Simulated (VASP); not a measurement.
Here is a VASP 6.6.1 calculation.

Contents of INCAR:

```
  PREC = Accurate
  ENCUT = 520
  EDIFF = 1E-7
  ISMEAR = -1
  SIGMA = 0.05
  LREAL = F
  LASPH = T
  NELM = 100
  ALGO = Normal
  ISIF = 2
  LWAVE = F
  LCHARG = T
  GGA = PE
  IVDW = 12
  LELF = T
  LVHAR = T
  NBANDS = 35
```

File KPOINTS:

```
Automatic mesh
0
Gamma
  10 10 3
```

POSCAR

```
WS2
1.0
    3.1370217585      0.0000000000      0.0000000000
   -1.5685108793      2.7167405351      0.0000000000
    0.0000000000      0.0000000000     12.3310603717
W S
2 4
Direct
    0.6666666667      0.3333333333      0.7500000000
    0.3333333333      0.6666666667      0.2500000000
    0.6666666667      0.3333333333      0.3750000000
    0.3333333333      0.6666666667      0.8750000000
    0.6666666667      0.3333333333      0.1250000000
    0.3333333333      0.6666666667      0.6250000000
```

Potentials or basis: VASP PAW PBE potentials, release 64 (W_sv, S).

The run is started by

```bash
$ cat potpaw_PBE.64/W_sv/POTCAR potpaw_PBE.64/S/POTCAR > POTCAR
$ mpirun -np 1 vasp_std > vasp.out
```

Problem. Predict the dispersion energy per atom.

Solution. -0.432 eV.

Problem. What does it give for the band gap on the k mesh?

Solution. 1.10 eV, indirect (least direct gap 2.20 eV).

Problem. Estimate the largest force.

Solution. 0.901 eV/Å.

Problem. Predict the pressure.

Solution. 5.4 GPa.

Forces on the atoms (eV/Å):
```
W    0.000  0.000  0.000
W    0.000  0.000  0.000
S    0.000  0.000  0.901
S    0.000  0.000  0.901
S    0.000  0.000 -0.901
S    0.000  0.000 -0.901
```

Caveat: spin-orbit coupling is left out, which moves the levels of the heavy elements. PBE gaps usually lie below the measured ones, often by a third to a half.
